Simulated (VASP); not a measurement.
Ru, 4 atoms in the cell. Symmetry: P6_3/mmc, No. 194, hexagonal system. Conventional cell: a = 3.988 Å, b = 3.988 Å, c = 5.526 Å, α = 90.00°, β = 90.00°, γ = 120.00°. Ru (site symmetry 3m) has 4 Ru at 2.31 to 2.35 Å within 3.0 Å. 

```yaml
Program: VASP 6.6.1
Task: relaxation of cell and atoms
Functional: PBEsol
Potentials_or_basis: VASP PAW PBE potentials, release 64 (Ru_pv)
Cutoff: 600 eV
k_mesh: 12 × 12 × 8
Occupations: gaussian, width 0.1 eV
Spin: no spin polarisation
Dipole_correction: no
Further_INCAR_settings: ALGO = Fast; EDIFF = 1e-06; IBRION = 2; EDIFFG = -0.01; NSW = 80; ISIF = 3
```

Potentials or basis: VASP PAW PBE potentials, release 64 (Ru_pv).

Command:

```bash
$ cat potpaw_PBE.64/Ru_pv/POTCAR > POTCAR
$ mpirun -np 1 vasp_std > vasp.out
```

Hardware: 1 thread of Intel(R) Xeon(R) 6975P-C (Granite Rapids), on a shared host.

How long does it take, and how much memory?

It took 12 min on 1 thread of Intel(R) Xeon(R) 6975P-C (Granite Rapids) (shared host), peak memory 0.37 GiB. Counts: scf iterations 84, k points 95, ion steps 10.
